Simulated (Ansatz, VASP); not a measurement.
**SnSe: VASP beside Ansatz**

File INCAR:

```
SYSTEM = SnSe
PREC     = Accurate       ! precision mode
ENCUT    = 520            ! plane-wave cutoff, eV
EDIFF    = 1E-6           ! SCF threshold, eV
ISMEAR   = 0              ! smearing method
SIGMA    = 0.05           ! smearing width, eV
LREAL    = .False.        ! projectors in reciprocal space
LASPH    = .True.         ! aspherical terms in the spheres
NELM     = 150            ! most SCF steps
ALGO     = Normal         ! electronic algorithm
ISIF     = 2              ! what is computed and relaxed
LWAVE    = .False.        ! write WAVECAR
LCHARG   = .True.         ! write CHGCAR
MAGMOM   = 0 0 0 0 0 0    ! initial moments
LORBIT   = 11             ! projections on sites
LSORBIT  = .True.         ! spin-orbit coupling
GGA_COMPAT= .False.      
LORBMOM  = .True.       
GGA      = PE             ! functional
LVHAR    = .True.       
NBANDS   = 32             ! bands
```

File KPOINTS:

```
Automatic mesh
0
Gamma
  6 6 6
  0 0 0
```

The input POSCAR:

```
SnSe
1.0
    0.0000000000      3.0593529966      3.0593529966
    3.0593529966      0.0000000000      3.0593529966
    3.0593529966      3.0593529966      0.0000000000
Sn Se
1 1
Direct
    0.0000000000      0.0000000000      0.0000000000
    0.5000000000      0.5000000000      0.5000000000
```

Input for Ansatz:

```yaml
crystal:
  lattice:
    - [0.0, 3.0593529966, 3.0593529966]
    - [3.0593529966, 0.0, 3.0593529966]
    - [3.0593529966, 3.0593529966, 0.0]
  atoms:
    - { symbol: Sn, position: [0.0, 0.0, 0.0] }
    - { symbol: Se, position: [0.5, 0.5, 0.5] }
basis:
  ecutwfc: 420
  ecutrho_ratio: 4
kpoints:
  mp_grid: { grid: [6, 6, 6] }
hamiltonian:
  xc: pbe
scf:
  occupations: { method: gaussian, width: 0.05 }
output:
  forces: true
  stress: true
  eigenvalues: true
  populations: true
  topological_invariants: true
magnetization:
  noncollinear: true
  spin_orbit: true
```

Alike in both runs: task single point; functional PBE; k mesh 6 × 6 × 6; occupations gaussian, width 0.05 eV; non-collinear spin, spin-orbit coupling.

|  | VASP | Ansatz |
| --- | --- | --- |
| version | VASP 6.6.1 | Ansatz 0.2.0 |
| potentials or method | VASP PAW PBE potentials, release 64 (Sn_d, Se), cutoff 520 eV | plane waves, PAW |
| valence electrons in the cell | 20 | 30 |

```tsv
	VASP	Ansatz	Ansatz less VASP
pressure (GPa)	-1.7	-1.7	-0.01
net moment per atom (μB)	0.00	0.00	0.000
```

VASP's potentials hold 20 valence electrons a cell and Ansatz's 30, so a difference there can come from the potentials and not from the codes.
